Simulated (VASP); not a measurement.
**WC (Qusongite): single point with PBE+D4**

The system is WC (Qusongite).

```
W C
1.0
     2.90442    0.00000    0.00000
    -1.45221    2.51530    0.00000
     0.00000    0.00000    2.83199
W C
1 1
Direct
  0.00000 0.00000 0.00000
  0.66667 0.33333 0.50000
```

* Program: VASP 6.6.1
* Task: single point
* Functional: PBE
* Dispersion: D4
* Potentials or basis: VASP PAW PBE potentials, release 64 (W_sv, C)
* Cutoff: 520 eV
* k mesh: 10 × 10 × 9
* Occupations: fermi-dirac, width 0.05 eV
* Spin: no spin polarisation
* Dipole correction: no
* Further INCAR settings: ALGO = Normal; EDIFF = 1e-06; NBANDS = 16

| Property | Result |
| --- | --- |
| Pressure | 1.0 GPa |
| Band gap on the k mesh | zero (band 9 reaches 11.78 eV, above the bottom of band 10 at 10.58 eV) |
| Dispersion energy per atom | -0.489 eV |

Stress tensor (GPa, compression positive):
```
0.91 0.00 0.00
0.00 0.91 0.00
0.00 0.00 1.22
```

Levels at points of the mesh, in eV from the Fermi level:
```tsv
k point	band 7	band 8	band 9	band 10	band 11	band 12
(0.00, 0.00, 0.00)	-3.35	-3.35	0.10	3.26	3.26	5.65
(0.50, 0.00, 0.00)	-3.62	-3.58	-0.47	2.36	4.55	4.90
```

It took 16 s on 1 thread of Intel(R) Xeon(R) Platinum 8488C (Sapphire Rapids), on a shared host, peak memory 0.15 GiB.

Caveat: spin-orbit coupling is left out, which moves the levels of the heavy elements; pairwise dispersion overbinds metals, which lowers pressure and volume.
